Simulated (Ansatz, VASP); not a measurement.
## Two plane-wave programs on O

INCAR

```
SYSTEM = O
PREC = Accurate ; ENCUT = 520
EDIFF = 1E-8 ; ISMEAR = -1
SIGMA = 0.02 ; LREAL = .FALSE.
LASPH = .TRUE. ; NELM = 80
ALGO = Normal ; ISIF = 2
LWAVE = .FALSE. ; LCHARG = .FALSE.
GGA = PE ; LEFG = .TRUE.
NBANDS = 13
```

File KPOINTS:

```
regular mesh
0
G
  14 14 14
  0 0 0
```

Contents of POSCAR:

```
O
1.0
    1.4233490221      0.8217709410      3.4083000000
   -1.4233490221      0.8217709410      3.4083000000
    0.0000000000     -1.6435418821      3.4083000000
O
2
Direct
    0.0577000000      0.0577000000      0.0577000000
    0.9423000000      0.9423000000      0.9423000000
```

Input for Ansatz:

```yaml
crystal:
  lattice:
    - [1.4233490221, 0.821770941, 3.4083]
    - [-1.4233490221, 0.821770941, 3.4083]
    - [0.0, -1.6435418821, 3.4083]
  atoms:
    - { symbol: O, position: [0.0577, 0.0577, 0.0577] }
    - { symbol: O, position: [0.9423, 0.9423, 0.9423] }
kpoints:
  mp_grid: { grid: [14, 14, 14] }
scf:
  occupations: { method: fermi_dirac, width: 0.02 }
hamiltonian:
  xc: pbe
  pseudopotentials: { kind: paw }
output:
  forces: true
  stress: true
  eigenvalues: true
  efg: { contact_densities: true }
```

Alike in both runs: task electric field gradients; functional PBE; k mesh 14 × 14 × 14; occupations fermi-dirac, width 0.02 eV; no spin polarisation.

|  | VASP | Ansatz |
| --- | --- | --- |
| version | VASP 6.6.1 | Ansatz 0.2.0 |
| potentials or method | VASP PAW PBE potentials, release 64 (O) | PAW with Ansatz's default frozen-core files, scalar-relativistic |
| plane-wave cutoff (eV) | 520 | 420 |
| valence electrons in the cell | 12 | 12 |

|  | VASP | Ansatz | Ansatz less VASP |
| --- | --- | --- | --- |
| pressure (GPa) | 9.4 | 5.3 | -4.05 |
| traceless stress, the component that is largest in VASP (GPa) | 31.30 | 22.49 | -8.806 |
| rms of the force components (eV/Å) | 2.478 | 1.495 | -0.9830 |
| size of Vzz on the site where it differs most (V/Å²) | 118.6 | 117.5 | -1.10 |

Atom by atom the forces differ by 0.983 eV/Å (rms over components).

Noted on VASP's run: the standard files for N, O and F lose accuracy on very short bonds; spin is off for a triplet molecule.
